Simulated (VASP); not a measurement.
**AlRu: single point with PBE**

AlRu:

```
CELL_PARAMETERS angstrom
2.99160 0.00000 0.03366
0.00000 2.99160 0.00000
0.03366 0.00000 2.99160
ATOMIC_POSITIONS crystal
Al 0.00000 0.00000 0.00000
Ru 0.50000 0.50000 0.50000
```

This cell differs from its parent crystal: strain +0.0225 x Voigt [0, 0, 0, 0, 1, 0].

- Program: VASP 6.6.1
- Task: single point
- Functional: PBE
- Potentials or basis: VASP PAW PBE potentials, release 64 (Al, Ru_pv)
- Cutoff: 520 eV
- k mesh: 16 × 16 × 16
- Occupations: gaussian, width 0.15 eV
- Spin: no spin polarisation

```
Pressure               : 2.7 GPa
Band gap on the k mesh : zero (an odd number of electrons rules out a gap without spin polarisation)
```

Stress tensor (GPa, compression positive):
```
 2.70  0.00 -2.93
 0.00  2.71  0.00
-2.93  0.00  2.70
```

Levels at points of the mesh, in eV from the Fermi level:
| k point | band 6 | band 7 | band 8 | band 9 | band 10 | band 11 | band 12 | band 13 |
| --- | --- | --- | --- | --- | --- | --- | --- | --- |
| (0.00, 0.00, 0.00) | -3.58 | 0.11 | 0.16 | 0.22 | 6.05 | 6.06 | 6.09 | 10.97 |
| (0.50, 0.00, 0.00) | -2.79 | -1.62 | -1.61 | 0.42 | 2.28 | 7.43 | 11.00 | 11.02 |
| (0.00, 0.50, 0.00) | -2.78 | -1.70 | -1.54 | 0.41 | 2.28 | 7.44 | 10.95 | 11.10 |
| (0.50, 0.50, 0.00) | -1.38 | -1.38 | -1.18 | -1.18 | 1.52 | 5.30 | 6.22 | 10.56 |
| (0.50, 0.00, 0.50) | -1.54 | -1.22 | -1.19 | -1.17 | 1.52 | 5.27 | 6.26 | 10.58 |
| (0.50, 0.50, 0.50) | -4.61 | 1.61 | 1.61 | 2.54 | 3.94 | 4.15 | 4.31 | 8.38 |

It took 3.8 min on 1 thread of Intel Xeon 8259CL (shared host), peak memory 0.37 GiB.

Caveat: the cell differs from its parent crystal (strain +0.0225 x Voigt [0, 0, 0, 0, 1, 0]).
